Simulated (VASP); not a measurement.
Write the native input for VASP 6.6.1 that does the following.

```
Task                   : relaxation of shape and atoms at fixed volume
Functional             : r2SCAN
Potentials or basis    : VASP PAW PBE potentials, release 64 (In_d, P)
Cutoff                 : 600 eV
k mesh                 : 6 × 6 × 6
Occupations            : gaussian, width 0.1 eV
Spin                   : no spin polarisation
Dipole correction      : no
Further INCAR settings : ALGO = Normal; EDIFF = 1e-06; IBRION = 2; EDIFFG = -0.01; NSW = 50; ISIF = 4
```

InP3:

```
In P
1.0
     3.68103    2.12524    3.27201
    -3.68103    2.12524    3.27201
     0.00000   -4.25048    3.27201
In P
2 6
Direct
  0.27178 0.27178 0.27178
  0.72822 0.72822 0.72822
  0.79670 0.24359 0.79670
  0.79670 0.79670 0.24359
  0.24359 0.79670 0.79670
  0.20330 0.75641 0.20330
  0.75641 0.20330 0.20330
  0.20330 0.20330 0.75641
```

One way to write it, as run:

POSCAR

```
InP3
1.0
    3.6810256543      2.1252411524      3.2720121874
   -3.6810256543      2.1252411524      3.2720121874
    0.0000000000     -4.2504823048      3.2720121874
In P
2 6
Direct
    0.2717834272      0.2717834272      0.2717834272
    0.7282165728      0.7282165728      0.7282165728
    0.7967049091      0.2435893408      0.7967049091
    0.7967049091      0.7967049091      0.2435893408
    0.2435893408      0.7967049091      0.7967049091
    0.2032950909      0.7564106592      0.2032950909
    0.7564106592      0.2032950909      0.2032950909
    0.2032950909      0.2032950909      0.7564106592
```

INCAR.step1

```
SYSTEM = InP3
PREC = Accurate ; ENCUT = 600
ISMEAR = 0 ; SIGMA = 0.1
LREAL = .False. ; LASPH = .True.
NELM = 100 ; GGA = PE
ALGO = Normal ; EDIFF = 1E-4
LWAVE = .True. ; LCHARG = .False.
KPAR = 4
```

INCAR.step2

```
SYSTEM = InP3
PREC = Accurate ; ENCUT = 600
EDIFF = 1E-6 ; ISMEAR = 0
SIGMA = 0.1 ; LREAL = .False.
LASPH = .True. ; NELM = 100
ALGO = Normal ; ISIF = 4
LWAVE = .False. ; LCHARG = .False.
METAGGA = R2SCAN ; LMIXTAU = .True.
IBRION = 2 ; NSW = 50
EDIFFG = -0.01 ; ISTART = 1
KPAR = 4
```

KPOINTS

```
Automatic mesh
0
Gamma
  6 6 6
  0 0 0
```

Potentials or basis: VASP PAW PBE potentials, release 64 (In_d, P).

The run is started by

```bash
$ cat potpaw_PBE.64/In_d/POTCAR potpaw_PBE.64/P/POTCAR > POTCAR
$ cp INCAR.step1 INCAR
$ mpirun -np 4 vasp_std > vasp.out
$ cp INCAR.step2 INCAR
$ mpirun -np 4 vasp_std > vasp.out
```

It gave:

```yaml
Energy_gained_by_relaxing: 0.9 meV/atom
Ionic_steps: 9
Pressure_after_relaxing: 3.8 GPa
Largest_force_after_relaxing: 0.006 eV/Å
Band_gap_on_the_k_mesh: zero (bands 28 and 29 overlap by 0.23 eV)
```

Caveat: semilocal functionals underestimate gaps, and a narrow one can read as zero; the PAW data sets were made with another functional, which shifts forces and pressure a little; spin-orbit coupling is left out, which moves the levels of the heavy elements.

Run time: 40 min on 4 MPI ranks on Oxide Virtual Turin-like Processor (shared host), peak memory 0.45 GiB a rank.
